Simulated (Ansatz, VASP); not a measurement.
**Al: VASP beside Ansatz**

```
CELL_PARAMETERS angstrom
3.86771 0.00000 0.00000
-1.93385 10.04860 0.00000
0.00000 0.00000 28.42406
ATOMIC_POSITIONS crystal
Al 0.61031 0.72189 0.58845
Al 0.41602 0.32350 0.59226
Al 0.01543 0.52223 0.59456
Al 0.21424 0.92496 0.59417
Al 0.82205 0.12287 0.59229
Al 0.11456 0.72372 0.66328
Al 0.92023 0.32166 0.66501
Al 0.52649 0.52434 0.66575
Al 0.70450 0.92234 0.66544
Al 0.31276 0.12519 0.66503
Al 0.61642 0.72370 0.73760
Al 0.41853 0.32360 0.73874
Al 0.02237 0.52456 0.73964
Al 0.20967 0.92285 0.73936
Al 0.81221 0.12350 0.73881
```

Alike in both runs: task single point; functional PBE; k mesh 9 × 4 × 1; occupations gaussian, width 0.1 eV; no spin polarisation.

|  | VASP | Ansatz |
| --- | --- | --- |
| version | VASP 6.6.1 | Ansatz 0.2.0 |
| potentials or method | VASP PAW PBE potentials, release 64 (Al), cutoff 520 eV | scalar-relativistic, plane waves, PAW |
| valence electrons in the cell | 45 | 45 |

|  | VASP | Ansatz | Ansatz less VASP |
| --- | --- | --- | --- |
| gap on the k mesh at the Fermi level (eV) | none | none | - |
| rms of the force components (eV/Å) | 0.095 | 0.095 | 0.0000 |

Atom by atom the forces differ by 0.001 eV/Å (rms over components). A gap of «none» marks a metal or a gap that the smearing closes. The functional is the same, so the differences come from potentials, cutoffs and numerics. Ansatz's warnings: xc potential rough in thin density.
